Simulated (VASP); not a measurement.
Here is a VASP 6.6.1 calculation.

Contents of POSCAR:

```
C
1.0
    0.0000000000      1.7833700000      1.7833700000
    1.7833700000      0.0000000000      1.7833700000
    1.7833700000      1.7833700000      0.0000000000
C
2
Direct
    0.7500000000      0.7500000000      0.7500000000
    0.5000000000      0.5000000000      0.5000000000
```

Contents of INCAR.step1:

```
SYSTEM = C
PREC = Accurate ; ENCUT = 1430
ISMEAR = 0 ; SIGMA = 0.05
LREAL = .False. ; LASPH = .True.
NELM = 120 ; NBANDS = 11
GGA = PE ; ALGO = Normal
EDIFF = 1E-5 ; LWAVE = .True.
LCHARG = .False. ; GGA_COMPAT = .False.
```

File INCAR.step2:

```
SYSTEM = C
PREC = Accurate ; ENCUT = 1430
EDIFF = 1E-6 ; ISMEAR = 0
SIGMA = 0.05 ; LREAL = .False.
LASPH = .True. ; NELM = 120
ALGO = Normal ; ISIF = 2
LWAVE = .False. ; LCHARG = .False.
METAGGA = R2SCAN ; LMIXTAU = .True.
NBANDS = 11 ; ISTART = 1
GGA_COMPAT = .False.
```

File KPOINTS:

```
regular mesh
0
Gamma
  11 11 11
  0 0 0
```

Potentials or basis: VASP PAW PBE potentials, release 64 (C_h).

The run is started by

```bash
$ cat potpaw_PBE.64/C_h/POTCAR > POTCAR
$ cp INCAR.step1 INCAR
$ mpirun -np 1 vasp_std > vasp.out
$ cp INCAR.step2 INCAR
$ mpirun -np 1 vasp_std > vasp.out
```

Problem. What does it give for the pressure?

Solution. -3.0 GPa.

Problem. What does it give for the band gap on the k mesh?

Solution. 4.35 eV (least direct gap 5.88 eV).

Caveat: the cell stands under tension; the PAW data sets were made with another functional, which shifts forces and pressure a little; an odd mesh through Γ misses points on the zone boundary, where band edges can lie.
